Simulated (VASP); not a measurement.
A run of VASP 6.6.1 is set up as follows.

INCAR

```
SYSTEM = V
PREC = Accurate ; ENCUT = 600
EDIFF = 1E-7 ; ISMEAR = -1
SIGMA = 0.05 ; LREAL = .FALSE.
LASPH = .TRUE. ; NELM = 150
ALGO = Normal ; ISIF = 3
LWAVE = .FALSE. ; LCHARG = .FALSE.
ISPIN = 2 ; MAGMOM = 1 1
LORBIT = 11 ; LMAXMIX = 4
GGA = PE ; IBRION = 2
NSW = 80 ; EDIFFG = -0.01
```

Contents of KPOINTS:

```
regular mesh
0
G
  10 10 10
  0 0 0
```

The input POSCAR:

```
V
1.0
    0.0000000000      2.6526688921      2.6526688921
    2.6526688921      0.0000000000      2.6526688921
    2.6526688921      2.6526688921      0.0000000000
V
2
Direct
    0.1250000000      0.1250000000      0.1250000000
    0.8750000000      0.8750000000      0.8750000000
```

Potentials or basis: VASP PAW PBE potentials, release 64 (V_sv).

Command:

```bash
$ cat potpaw_PBE.64/V_sv/POTCAR > POTCAR
$ mpirun -np 1 vasp_std > vasp.out
```

Question: What does it give for the relaxed cell?

Answer: a = 3.873 Å, b = 3.873 Å, c = 3.873 Å, α = 60.00°, β = 60.00°, γ = 60.00°.

Question: Estimate the site moments.

Answer: V +1.73 μB.

Question: What does it give for the relaxed volume?

Answer: 20.55 Å³/atom.

Question: Predict the space group after relaxing (to 0.1 Å).

Answer: Fd-3m (No. 227).

The path:
```
step  energy change (eV)  largest force (eV/Å)  pressure (GPa)  volume (Å³)
   1              0.0000                0.0000            6.69        37.33
   2             -0.0732                0.0000           -0.89        41.70
   3             -0.0749                0.0000           -0.01        41.09
```
